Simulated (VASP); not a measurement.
TePtW5, 14 atoms in the cell. It takes space group P4/nmm (No. 129, tetragonal). The conventional cell has a = 3.245 Å, b = 3.245 Å, c = 24.176 Å, α = 90.00°, β = 90.00°, γ = 90.00°. Within 3.9 Å of Te (site symmetry 4mm) lie 4 Pt at 2.93 Å and 4 Te at 3.25 Å and 1 W at 3.31 Å. Within 3.6 Å of Pt (site symmetry 4mm) lie 5 W at 2.74 to 2.96 Å and 4 Te at 2.93 Å and 4 Pt at 3.25 Å. Within 3.6 Å of W (site symmetry 4mm) lie 9 W at 2.72 to 3.25 Å and 4 Pt at 2.74 Å and 1 Te at 3.31 Å. Within 3.6 Å of W (site symmetry 4mm) lie 13 W at 2.72 to 3.25 Å and 1 Pt at 2.96 Å. Within 3.7 Å of W (site symmetry 4mm) lie 14 W at 2.77 to 3.25 Å. W (site symmetry 4mm) has 14 W at 2.78 to 3.25 Å within 3.7 Å. W (site symmetry 4mm) has 14 W at 2.77 to 3.25 Å within 3.7 Å. 

- Program: VASP 6.6.1
- Task: single point
- Functional: PBE
- Potentials or basis: VASP PAW PBE potentials, release 64 (Te, Pt, W_sv)
- Cutoff: 520 eV
- k mesh: 5 × 5 × 1
- Occupations: gaussian, width 0.2 eV
- Spin: no spin polarisation
- Dipole correction: no
- Further INCAR settings: ALGO = Fast; EDIFF = 1e-07; NBANDS = 99

Potentials or basis: VASP PAW PBE potentials, release 64 (Te, Pt, W_sv).

Launch:

```sh
$ cat potpaw_PBE.64/Te/POTCAR potpaw_PBE.64/Pt/POTCAR potpaw_PBE.64/W_sv/POTCAR > POTCAR
$ mpirun -np 1 vasp_std > vasp.out
```

Hardware: 1 thread of Intel(R) Xeon(R) 6975P-C (Granite Rapids), on a shared host.

Q: How long does it take, and how much memory?

A: It took 3.3 min on 1 thread of Intel(R) Xeon(R) 6975P-C (Granite Rapids) (shared host), peak memory 0.38 GiB. Counts: scf iterations 30, k points 6.
